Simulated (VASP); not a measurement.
Here is a VASP 6.6.1 calculation.

Contents of INCAR:

```
SYSTEM = Mg9Zn7O16
PREC = Accurate ; ENCUT = 520
EDIFF = 1E-6 ; ISMEAR = -1
SIGMA = 0.05 ; LREAL = Auto
LASPH = .TRUE. ; NELM = 60
ALGO = Normal ; ISIF = 2
LWAVE = .FALSE. ; LCHARG = .TRUE.
GGA = PS ; LELF = .TRUE.
LVHAR = .TRUE. ; ISYM = 0
NBANDS = 236
```

KPOINTS

```
Automatic mesh
0
Gamma
  1 1 1
  0.25 0.25 0.25
```

POSCAR

```
Mg9Zn7O16
1.0
    8.4750731953      0.0000000000      0.0000000000
    0.0000000000      8.4750731953      0.0000000000
    0.0000000000      0.0000000000      8.4750731953
O Zn Mg
32 14 18
Direct
    0.2498690000      0.9971950000      0.9982600000
    0.2528930000      0.9997370000      0.5030620000
    0.2503880000      0.5023450000      0.0015120000
    0.2500980000      0.5003740000      0.4972590000
    0.7498040000      0.9975700000      0.9982470000
    0.7476980000      0.9996200000      0.5028920000
    0.7503750000      0.5028370000      0.0000660000
    0.7501430000      0.5006890000      0.5002540000
    0.0002850000      0.2496100000      0.0003890000
    0.0004840000      0.2524620000      0.5003170000
    0.0002820000      0.7498370000      0.0002020000
    0.0002240000      0.7480290000      0.4997440000
    0.4998990000      0.2501710000      0.9994010000
    0.5001130000      0.2503410000      0.5030830000
    0.5001250000      0.7504170000      0.0021110000
    0.4998250000      0.7504100000      0.4971110000
    0.0002080000      0.0013810000      0.2506470000
    0.0000120000      0.0027420000      0.7505440000
    0.0002340000      0.4968130000      0.2521130000
    0.9976360000      0.4969550000      0.7478810000
    0.5002990000      0.9990720000      0.2520430000
    0.5001720000      0.0029830000      0.7481390000
    0.5005460000      0.5022560000      0.2526300000
    0.5020810000      0.4976480000      0.7481190000
    0.2479420000      0.2517650000      0.2520570000
    0.2496690000      0.2472180000      0.7481020000
    0.2524090000      0.7474590000      0.2494970000
    0.2499710000      0.7521930000      0.7502810000
    0.7530720000      0.2521600000      0.2522830000
    0.7501670000      0.2498680000      0.7482140000
    0.7477290000      0.7474160000      0.2493950000
    0.7502650000      0.7503130000      0.7504450000
    0.0001520000      0.9995430000      0.0003000000
    0.0002470000      0.0009090000      0.5008400000
    0.0001880000      0.4998350000      0.0003050000
    0.4999580000      0.9999500000      0.0000390000
    0.5002540000      0.5008290000      0.0004120000
    0.2502440000      0.2496990000      0.0002620000
    0.7500310000      0.2499130000      0.0000290000
    0.2503120000      0.9994290000      0.2503190000
    0.2500860000      0.4996900000      0.7493120000
    0.7500830000      0.9997300000      0.2503890000
    0.0003220000      0.7490530000      0.2501140000
    0.9998670000      0.7498000000      0.7499950000
    0.5002720000      0.2506080000      0.2510990000
    0.5003100000      0.7506430000      0.7493830000
    0.0003000000      0.5001270000      0.5001640000
    0.5001160000      0.0004070000      0.4999120000
    0.5000260000      0.5004520000      0.5003950000
    0.2500990000      0.2495830000      0.4999240000
    0.2497380000      0.7497660000      0.9994820000
    0.2495240000      0.7504390000      0.5000260000
    0.7502990000      0.2497280000      0.4999820000
    0.7505510000      0.7505610000      0.0003590000
    0.7508040000      0.7506410000      0.4997040000
    0.2498120000      0.9997010000      0.7510280000
    0.2502900000      0.4994180000      0.2488860000
    0.7502960000      0.0000310000      0.7510520000
    0.7502350000      0.4995490000      0.2491740000
    0.7500860000      0.5003300000      0.7510300000
    0.0002750000      0.2485960000      0.2490920000
    0.0004700000      0.2501260000      0.7514040000
    0.4996830000      0.2503960000      0.7518290000
    0.5000920000      0.7507660000      0.2493250000
```

Potentials or basis: VASP PAW PBE potentials, release 64 (O, Zn, Mg).

Run with:

```sh
$ cat potpaw_PBE.64/O/POTCAR potpaw_PBE.64/Zn/POTCAR potpaw_PBE.64/Mg/POTCAR > POTCAR
$ mpirun -np 1 vasp_std > vasp.out
```

Question: Estimate the band gap on the k mesh.

Answer: 3.45 eV, indirect (the least direct gap lies 0.4 meV higher).

Question: Predict the pressure.

Answer: 0.2 GPa.

Question: What does it give for the largest force?

Answer: 0.084 eV/Å.

Forces in eV/Å, atoms in the order of the input:
```
O    0.021 -0.034 -0.038
O    0.031 -0.018  0.030
O   -0.016  0.036  0.036
O    0.010  0.010 -0.042
O    0.024 -0.036 -0.034
O   -0.052  0.000  0.052
O   -0.015  0.040 -0.007
O   -0.001 -0.002 -0.001
O    0.003  0.004 -0.003
O   -0.006  0.039 -0.011
O   -0.001 -0.002  0.005
O    0.011 -0.041  0.009
O    0.006  0.004 -0.041
O   -0.008 -0.005  0.038
O   -0.011 -0.001  0.040
O    0.011  0.009 -0.040
O   -0.008  0.042 -0.007
O   -0.009  0.043 -0.008
O   -0.002 -0.052  0.053
O   -0.022 -0.026 -0.025
O   -0.003 -0.050  0.049
O    0.002  0.049 -0.048
O   -0.018  0.028  0.032
O    0.061 -0.038 -0.042
O   -0.059  0.042  0.043
O    0.017 -0.033 -0.033
O    0.052 -0.047 -0.004
O   -0.007  0.040 -0.006
O    0.020  0.029  0.028
O    0.012  0.008 -0.044
O   -0.030 -0.034  0.019
O   -0.002  0.001  0.003
Zn  -0.002  0.003 -0.004
Zn   0.003  0.003  0.003
Zn   0.000  0.000 -0.001
Zn  -0.003 -0.003 -0.005
Zn   0.002  0.001  0.002
Zn  -0.004  0.001 -0.004
Zn   0.001  0.003 -0.002
Zn   0.001  0.001  0.004
Zn  -0.004 -0.003 -0.002
Zn  -0.001  0.000  0.002
Zn  -0.002 -0.004  0.001
Zn   0.002  0.000 -0.002
Zn   0.001  0.005  0.008
Zn   0.000 -0.001 -0.001
Mg  -0.002 -0.003 -0.004
Mg   0.000 -0.001  0.002
Mg   0.000 -0.003 -0.004
Mg   0.001  0.002 -0.002
Mg   0.003  0.001  0.005
Mg   0.002 -0.001  0.000
Mg  -0.001  0.002  0.003
Mg   0.000 -0.003 -0.004
Mg  -0.006 -0.003 -0.001
Mg   0.003  0.002 -0.004
Mg   0.000  0.002  0.005
Mg   0.000  0.001 -0.006
Mg   0.002  0.002  0.007
Mg  -0.003 -0.003 -0.003
Mg   0.004  0.003  0.005
Mg  -0.004 -0.003 -0.001
Mg  -0.001 -0.002 -0.004
Mg  -0.003 -0.004  0.005
```

Caveat: the k points lie up to 0.74 Å⁻¹ apart; the PAW data sets were made with another functional, which shifts forces and pressure a little. A k mesh can miss the band edges.
